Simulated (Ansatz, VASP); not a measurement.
**Two plane-wave programs on W**

The input INCAR:

```
SYSTEM = W
PREC = Accurate
ENCUT = 500
EDIFF = 1E-6
ISMEAR = 0
SIGMA = 0.15
LREAL = .False.
LASPH = .True.
NELM = 120
ALGO = Normal
ISIF = 2
LWAVE = .False.
LCHARG = .False.
NBANDS = 21
GGA_COMPAT = .False.
```

KPOINTS

```
Automatic mesh
0
Gamma
  16 16 12
  0 0 0
```

Contents of POSCAR:

```
W
1.0
    0.0000000000     -1.9864787844     -1.9864787844
    0.0000000000      1.9864787844     -1.9864787844
    3.9729575688      0.0000000000      0.0000000000
W
2
Direct
    0.5508437345      0.4491562655      0.4828842874
   -0.0508437345      0.0508437345      0.0171157126
```

Input for Ansatz:

```yaml
crystal:
  lattice:
    - [0.0, -1.9864787844, -1.9864787844]
    - [0.0, 1.9864787844, -1.9864787844]
    - [3.9729575688, 0.0, 0.0]
  atoms:
    - { symbol: W, position: [0.5508437345, 0.4491562655, 0.4828842874] }
    - { symbol: W, position: [-0.0508437345, 0.0508437345, 0.0171157126] }
basis:
  ecutwfc: 420
kpoints:
  mp_grid: { grid: [16, 16, 12] }
hamiltonian:
  xc: lda
  pseudopotentials: { kind: paw, azcp: { folder: soft_1 } }
scf:
  occupations: { method: gaussian, width: 0.15 }
output:
  forces: true
  stress: true
  eigenvalues: true
```

Change from the starting cell: mode 4 frozen in at -0.202 Å and mode 6 at -0.068 Å (largest displacements).

Alike in both runs: task single point; functional LDA; k mesh 16 × 16 × 12; occupations gaussian, width 0.15 eV; no spin polarisation.

```csv
,VASP,Ansatz
version,VASP 6.6.1,Ansatz 0.2.0
potentials or method,"VASP PAW LDA potentials, release 64 (W_sv), cutoff 500 eV","scalar-relativistic, plane waves, PAW"
valence electrons in the cell,28,28
```

|  | VASP | Ansatz | Ansatz less VASP |
| --- | --- | --- | --- |
| gap on the k mesh at the Fermi level (eV) | none | none | - |
| pressure (GPa) | 14.5 | 12.5 | -1.97 |
| traceless stress, the component that is largest in VASP (GPa) | -5.85 | -5.91 | -0.062 |
| rms of the force components (eV/Å) | 1.396 | 1.331 | -0.0646 |

Ansatz warns that its potentials were made for another functional, while VASP's fit it. LDA's correlation is that of Perdew and Zunger in VASP and of Perdew and Wang (1992) in Ansatz. Atom by atom the forces differ by 0.065 eV/Å (rms over components). A gap of «none» marks a metal or a gap that the smearing closes.

Neither program's run includes spin-orbit coupling.
